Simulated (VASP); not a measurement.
# Ge (Cmcm) in VASP: further runs, part 3 of 3

VASP 6.6.1.

## 4. Single point, PBE

INCAR reads:

```
SYSTEM = Ge
PREC     = Accurate       ! precision mode
ENCUT    = 520            ! plane-wave cutoff, eV
EDIFF    = 1E-6           ! SCF threshold, eV
ISMEAR   = 0              ! smearing method
SIGMA    = 0.012          ! smearing width, eV
LREAL    = .FALSE.        ! projectors in reciprocal space
LASPH    = .TRUE.         ! aspherical terms in the spheres
NELM     = 80             ! most SCF steps
ALGO     = Normal         ! electronic algorithm
ISIF     = 2              ! what is computed and relaxed
LWAVE    = .FALSE.        ! write WAVECAR
LCHARG   = .TRUE.         ! write CHGCAR
GGA      = PE             ! functional
LELF     = .TRUE.         ! ELF
LVHAR    = .TRUE.       
NBANDS   = 21             ! bands
```

KPOINTS reads:

```
regular mesh
0
G
  10 10 6
  0 0 0
```

POSCAR reads:

```
Ge
1.0
    1.4880529250     -2.5946896100      0.0000000000
    1.4880529250      2.5946896100      0.0000000000
    0.0000000000      0.0000000000      4.7275957900
Ge
2
Direct
    0.3334466300      0.6665533700      0.2500000000
    0.6665533700      0.3334466300      0.7500000000
```

Potentials or basis: VASP PAW PBE potentials, release 64 (Ge_d).

Run with:

```console
$ cat potpaw_PBE.64/Ge_d/POTCAR > POTCAR
$ mpirun -np 1 vasp_std > vasp.out
```

OUTCAR:

```text
SYSTEM = Ge
   PREC = Accurate
   ENCUT = 520
   EDIFF = 1E-6
   ISMEAR = 0
   LREAL = .FALSE.
   LASPH = .TRUE.
   NELM = 80
   ISIF = 2
   GGA = PE

 ion  position               nearest neighbor table
   1  0.333  0.667  0.250-
   2  0.667  0.333  0.750-

  LATTYP: Found a base centered orthorhombic cell.
 ALAT       =     2.9761058500
 B/A-ratio  =     1.7436809984
 C/A-ratio  =     1.5885173540

  Lattice vectors:

 A1 = (   1.4880529250,  -2.5946896100,   0.0000000000)
 A2 = (   1.4880529250,   2.5946896100,   0.0000000000)
 A3 = (   0.0000000000,   0.0000000000,   4.7275957900)

Analysis of symmetry for initial positions (statically):
=====================================================================
 Subroutine PRICEL returns:
 Original cell was already a primitive cell.

 Routine SETGRP: Setting up the symmetry group for a
 base centered orthorhombic supercell.

 Subroutine GETGRP returns: Found  8 space group operations
 (whereof  4 operations were pure point group operations)
 out of a pool of  8 trial point group operations.

The static configuration has the point symmetry C_2h.
 The point group associated with its full space group is D_2h.

Analysis of symmetry for dynamics (positions and initial velocities):
=====================================================================
 Subroutine PRICEL returns:
 Original cell was already a primitive cell.

 Routine SETGRP: Setting up the symmetry group for a
 base centered orthorhombic supercell.

 Subroutine GETGRP returns: Found  8 space group operations
 (whereof  4 operations were pure point group operations)
 out of a pool of  8 trial point group operations.

The dynamic configuration has the point symmetry C_2h.
 The point group associated with its full space group is D_2h.

 Subroutine INISYM returns: Found  8 space group operations
 (whereof  4 operations are pure point group operations),
 and found     1 'primitive' translations

[... 105 lines left out ...]
   NELECT =      28.0000    total number of electrons
   NUPDOWN=      -1.0000    fix difference up-down
   EMIN   =  10.00;   EMAX   =-10.00  energy-range for DOS
   EFERMI =   0.00;   METHOD = LEGACY
   ISMEAR =     0;   SIGMA  =   0.01  broadening in eV -4-tet -1-fermi 0-gaus
   EFERMI_NEDOS =   21; number of points for ismear=-14 and -15
   IALGO  =     38    algorithm
   IMIX   =      4    mixing-type and parameters
     AMIX     =   0.40;   BMIX     =  1.00
     AMIX_MAG =   1.60;   BMIX_MAG =  1.00
  volume/ion in A,a.u.               =      18.25       123.18
  Fermi-wavevector in a.u.,A,eV,Ry     =   1.498544  2.831837 30.553703  2.245634
  Thomas-Fermi vector in A             =   2.610289
   LORBIT       =      0    0 simple, 1 ext, 2 COOP (PROOUT), +10 PAW based schemes
   GGA     = PE    functional components
   LHFCALC =     F    Hartree Fock is set to
   AEXX    =    0.0000 exact exchange contribution
   IVDW    =     0    specifies the selected vdW correction
   LEPSILON=     F    determine dielectric tensor
   LRPA    =     F    only Hartree local field effects (RPA)
 non-spin polarized calculation
 Gauss-broadening in eV      SIGMA  =   0.01
  energy-cutoff  :      520.00
  volume of cell :       36.51
 maximum number of plane-waves:      1014
 NGX is ok and might be reduce to    24
   NGX = 11   NGY = 11   NGZ = 17

 number of electron      28.0000012 magnetization

 Free energy of the ion-electron system (eV)
  ---------------------------------------------------
  ext. energy  EPLUGINS =         0.00000000
  ---------------------------------------------------
  free energy    TOTEN  =        -8.36032814 eV

  energy without entropy =       -8.36025834  energy(sigma->0) =       -8.36029324

 E-fermi :   7.0478     XC(G=0): -11.4668

 val. band max:        7.0321286081   @ k =   0.5000   0.3000   0.1667
 cond. band min:       7.0615538784   @ k =   0.3000   0.2000   0.5000
 fundamental gap:      0.0294252704
 Fermi energy:         7.0477977740

 k-point     1 :       0.0000    0.0000    0.0000
  band No.  band energies     occupation
      1     -17.5981      2.00000
      2     -17.5877      2.00000
      3     -17.5858      2.00000
      4     -17.5840      2.00000
      5     -17.5784      2.00000
      6     -17.5753      2.00000
[... 565 lines left out ...]
     20      22.7550      0.00000
     21      23.3495      0.00000

 [... further k-points ...]
[... 5 lines left out ...]
  --------------------------------------------------------------------------------------
  -------------------------------------------------------------------------------------
  Total        0.7225789      1.0108840      1.2444055      0.0000000      0.0000000      0.0000000
  in kB       31.7118622     44.3647219     54.6132959      0.0000000      0.0000000      0.0000000
  external PRESSURE =      43.5632933 kB  Pullay stress =       0.0000000 kB

 VOLUME and BASIS-vectors are now :
 -----------------------------------------------------------------------------
  energy-cutoff  :      520.00
  volume of cell :       36.51
      direct lattice vectors                 reciprocal lattice vectors
     1.488052925 -2.594689610  0.000000000     0.336009554 -0.192701277  0.000000000
     1.488052925  2.594689610  0.000000000     0.336009554  0.192701277  0.000000000
     0.000000000  0.000000000  4.727595790     0.000000000  0.000000000  0.211524006

 POSITION                                       TOTAL-FORCE (eV/Angst)
 -----------------------------------------------------------------------------------
      1.48805      0.86431      1.18190         0.000000      0.017149     -0.000000
      1.48805     -0.86431      3.54570         0.000000     -0.017149      0.000000
 -----------------------------------------------------------------------------------
    total drift:                                0.000000     -0.000000      0.000000

  FREE ENERGIE OF THE ION-ELECTRON SYSTEM (eV)
  ---------------------------------------------------
  free  energy   TOTEN  =        -8.3603281387 eV

  energy  without entropy=       -8.3602583448  energy(sigma->0) =       -8.36029324
```

OSZICAR:

```text
N       E                     dE             d eps       ncg     rms          rms(c)
DAV:   1     0.172182117605E+03    0.17218E+03   -0.14250E+04  6040   0.385E+03
DAV:   2     0.145502534395E+02   -0.15763E+03   -0.15265E+03  5278   0.576E+02
DAV:   3    -0.777058225767E+01   -0.22321E+02   -0.22077E+02  5864   0.130E+02
DAV:   4    -0.838133918257E+01   -0.61076E+00   -0.61039E+00  5869   0.248E+01
DAV:   5    -0.839015672706E+01   -0.88175E-02   -0.88173E-02  5946   0.323E+00    0.166E+00
DAV:   6    -0.836989696235E+01    0.20260E-01   -0.17637E-02  7110   0.210E+00    0.914E-01
DAV:   7    -0.836062639502E+01    0.92706E-02   -0.11419E-02  7120   0.137E+00    0.776E-02
DAV:   8    -0.836031623516E+01    0.31016E-03   -0.10049E-03  6076   0.570E-01    0.277E-02
DAV:   9    -0.836032628447E+01   -0.10049E-04   -0.23861E-05  5961   0.552E-02    0.788E-03
DAV:  10    -0.836032843299E+01   -0.21485E-05   -0.87958E-07  4086   0.832E-03    0.421E-04
DAV:  11    -0.836032813868E+01    0.29431E-06   -0.16723E-07  3399   0.561E-03
   1 F= -.83603281E+01 E0= -.83602932E+01  d E =-.697939E-04
```

Wall time 22 s (1 thread of Intel Xeon 6975P-C (Granite Rapids), shared host); peak memory 0.2 GiB.

What came out:

```yaml
Free_energy: -8.3603 eV
Pressure: 4.4 GPa
Largest_force: 0.017 eV/Å
Band_gap_on_the_k_mesh: zero (band 14 reaches 13.82 eV, above the bottom of band 15 at 4.85 eV)
```

Forces on the atoms (eV/Å):
```
Ge   0.000  0.017  0.000
Ge   0.000 -0.017  0.000
```

## 5. Single point, revPBE

This run uses another cell than the first one, of 19.63 Å³/atom, 1.076 times its volume.

INCAR reads:

```
SYSTEM = Ge
PREC = Accurate
ENCUT = 520
EDIFF = 1E-6
ISMEAR = -1
SIGMA = 0.05
LREAL = .FALSE.
LASPH = .TRUE.
NELM = 100
ALGO = Normal
ISIF = 2
LWAVE = .FALSE.
LCHARG = .FALSE.
GGA = RE
NBANDS = 21
```

KPOINTS reads:

```
Automatic mesh
0
G
  10 10 6
  0 0 0
```

POSCAR reads:

```
Ge
1.0
    1.5071306923     -2.6506885767      0.0000000000
    1.5071306923      2.6506885767      0.0000000000
    0.0000000000      0.0000000000      4.9147945195
Ge
2
Direct
    0.3343216692      0.6656783308      0.2500000000
    0.6656783308      0.3343216692      0.7500000000
```

Run with:

```console
$ cat potpaw_PBE.64/Ge_d/POTCAR > POTCAR
$ mpirun -np 1 vasp_std > vasp.out
```

Wall time 23 s (1 thread of Intel Xeon 6975P-C (Granite Rapids), shared host); peak memory 0.21 GiB.

Results (log left out):

- Free energy: -7.7897 eV
- Pressure: 0.0 GPa
- Band gap on the k mesh: zero (band 14 reaches 12.87 eV, above the bottom of band 15 at 4.36 eV)

Levels at points of the mesh, in eV from the Fermi level:
| k point | band 11 | band 12 | band 13 | band 14 | band 15 | band 16 | band 17 | band 18 |
| --- | --- | --- | --- | --- | --- | --- | --- | --- |
| (0.00, 0.00, 0.00) | -12.82 | -7.66 | -5.25 | 6.31 | 6.59 | 8.21 | 8.42 | 8.94 |
| (0.50, 0.00, 0.00) | -8.13 | -6.80 | -2.57 | -1.45 | -0.79 | 1.43 | 2.42 | 6.34 |
| (0.50, 0.50, 0.00) | -8.27 | -6.93 | -2.63 | -1.51 | -0.91 | 1.31 | 2.75 | 6.65 |
| (0.00, 0.00, 0.50) | -11.29 | -11.29 | 1.32 | 1.32 | 7.32 | 7.32 | 7.57 | 7.57 |
| (0.50, 0.00, 0.50) | -6.87 | -6.87 | -4.61 | -4.61 | 3.90 | 3.90 | 4.50 | 4.50 |
| (0.50, 0.50, 0.50) | -7.02 | -7.02 | -4.68 | -4.68 | 4.24 | 4.24 | 4.52 | 4.52 |

Caveat: the PAW data sets were made with another functional, which shifts forces and pressure a little.

## 6. The runs side by side

| level | cell | smearing | gap on the mesh (eV) | pressure (GPa) |
| --- | --- | --- | --- | --- |
| revPBE | a = 2.991, b = 2.991, c = 4.728 Å, angles 90.0, 90.0, 120.3°, 2 atoms | fermi-dirac 0.05 eV | none | 5.4 |
| BLYP | a = 2.991, b = 2.991, c = 4.728 Å, angles 90.0, 90.0, 120.3°, 2 atoms | fermi-dirac 0.05 eV | none | 11.4 |
| PBE | a = 2.991, b = 2.991, c = 4.728 Å, angles 90.0, 90.0, 120.3°, 2 atoms | gaussian 0.012 eV | none | 4.4 |
| revPBE | a = 3.049, b = 3.049, c = 4.915 Å, angles 90.0, 90.0, 120.8°, 2 atoms | fermi-dirac 0.05 eV | none | 0.0 |

Alike in all rows: task single point; potentials or basis VASP PAW PBE potentials, release 64 (Ge_d); no spin polarisation; k mesh 10 × 10 × 6; cutoff (eV) 520.

Every run on the cell as given and a fine mesh finds a metal. The pressure there spans 4.4 GPa (PBE) to 11.4 GPa (BLYP); a positive pressure means that this level wants a larger cell, a negative one a smaller.

Caveats: the PAW data sets were made with another functional, which shifts forces and pressure a little (some runs).

Total energies depend on the potentials used, so only differences within one code and one set of settings carry meaning.
